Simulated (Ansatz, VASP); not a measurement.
Al: VASP beside Ansatz

File INCAR:

```
PREC = Accurate
ENCUT = 500
EDIFF = 1E-6
ISMEAR = 0
SIGMA = 0.1
LREAL = False
LASPH = True
NELM = 120
ALGO = Normal
ISIF = 2
LWAVE = False
LCHARG = False
GGA = PS
NBANDS = 8
GGA_COMPAT = False
```

File KPOINTS:

```
regular mesh
0
Gamma
  18 18 18
```

Contents of POSCAR:

```
Al
1.0
    0.0000000000      2.0469330395      2.0469330395
    2.0469330395      0.0000000000      2.0469330395
    2.0469330395      2.0469330395      0.0000000000
Al
1
Direct
    0.0000000000      0.0000000000      0.0000000000
```

Input for Ansatz:

```yaml
crystal:
  lattice:
    - [0.0, 2.0469330395, 2.0469330395]
    - [2.0469330395, 0.0, 2.0469330395]
    - [2.0469330395, 2.0469330395, 0.0]
  atoms:
    - { symbol: Al, position: [0.0, 0.0, 0.0] }
basis:
  ecutwfc: 420
kpoints:
  mp_grid: { grid: [18, 18, 18] }
hamiltonian:
  xc: pbesol
  pseudopotentials: { kind: paw }
scf:
  occupations: { method: gaussian, width: 0.1 }
output:
  forces: true
  stress: true
  eigenvalues: true
```

Alike in both runs: task single point; functional PBEsol; k mesh 18 × 18 × 18; occupations gaussian, width 0.1 eV; no spin polarisation.

```csv
,VASP,Ansatz
version,VASP 6.6.1,Ansatz 0.2.0
potentials or method,"VASP PAW PBE potentials, release 64 (Al), cutoff 500 eV","scalar-relativistic, plane waves, PAW"
valence electrons in the cell,3,3
```

|  | VASP | Ansatz | Ansatz less VASP |
| --- | --- | --- | --- |
| gap on the k mesh at the Fermi level (eV) | none | none | - |
| pressure (GPa) | -4.1 | -4.2 | -0.04 |

VASP's potentials were made for PBE, not for PBEsol. A gap of «none» marks a metal or a gap that the smearing closes.
